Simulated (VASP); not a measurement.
A run of VASP 6.6.1 is set up as follows.

POSCAR

```
MgO
1.0
    0.0000000000      2.2820056624      2.3851523183
    2.2820056624      0.0000000000      2.3851523183
    2.2820056624      2.2820056624      0.0000000000
Mg O
1 1
Direct
    0.0000000000      0.0000000000      0.0000000000
    0.2500000000      0.2500000000      0.2500000000
```

INCAR.step1

```
PREC = Accurate ; ENCUT = 520
EDIFF = 1E-5 ; ISMEAR = 0
SIGMA = 0.01 ; LREAL = F
LASPH = T ; NELM = 80
ALGO = Normal ; ISIF = 2
LWAVE = T ; LCHARG = F
GGA = PE ; NBANDS = 11
```

The input INCAR.step2:

```
PREC = Accurate ; ENCUT = 520
EDIFF = 1E-6 ; ISMEAR = 0
SIGMA = 0.01 ; LREAL = F
LASPH = T ; NELM = 80
ALGO = Normal ; ISIF = 2
LWAVE = F ; LCHARG = F
GGA = PE ; LHFCALC = T
HFSCREEN = 0.2079 ; PRECFOCK = Normal
ISTART = 1 ; NBANDS = 11
```

KPOINTS

```
Automatic mesh
0
Gamma
  6 6 6
```

Potentials or basis: VASP PAW PBE potentials, release 64 (Mg, O).

The run is started by

```bash
$ cat potpaw_PBE.64/Mg/POTCAR potpaw_PBE.64/O/POTCAR > POTCAR
$ cp INCAR.step1 INCAR
$ mpirun -np 1 vasp_std > vasp.out
$ cp INCAR.step2 INCAR
$ mpirun -np 1 vasp_std > vasp.out
```

(1) Estimate the pressure.

(2) What does it give for the band gap on the k mesh?

Results:

(1) -5.4 GPa.

(2) 4.92 eV.

Caveat: the cell differs from its parent crystal (uniaxial z strain +4.5%); the cell stands under tension; the PAW data sets were made with another functional, which shifts forces and pressure a little.
